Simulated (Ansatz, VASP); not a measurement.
# SiO2: VASP beside Ansatz

```
CELL_PARAMETERS angstrom
-2.37405 2.37405 3.85632
2.37405 -2.37405 3.85632
2.37405 2.37405 -3.85632
ATOMIC_POSITIONS crystal
Si 0.00000 0.00000 0.00000
Si 0.75000 0.25000 0.50000
O 0.99838 0.62500 0.87338
O 0.37500 0.24838 0.37338
O 0.75162 0.12500 0.12662
O 0.87500 0.00162 0.62662
```

Change from the starting cell: zz strain of +3 %, crystal datasets.

Alike in both runs: task electric field gradients; functional PBE; k mesh 7 × 7 × 7; occupations fermi-dirac, width 0.03 eV; no spin polarisation.

```csv
,VASP,Ansatz
version,VASP 6.6.1,Ansatz 0.2.0
potentials or method,"VASP PAW PBE potentials, release 64 (Si, O), cutoff 520 eV","all-electron PAW with datasets made for the crystal, scalar-relativistic"
```

```tsv
	VASP	Ansatz	Ansatz less VASP
gap on the k mesh at the Fermi level (eV)	5.77	5.78	+0.010
pressure (GPa)	-1.4	-1.6	-0.13
traceless stress, the component that is largest in VASP (GPa)	-2.62	-2.69	-0.066
rms of the force components (eV/Å)	0.092	0.092	+0.0003
size of Vzz on the site where it differs most (V/Å²)	91.4	92.5	+1.04
```

Atom by atom the forces differ by 0.000 eV/Å (rms over components). Ansatz ran all-electron here, and VASP with PAW potentials.
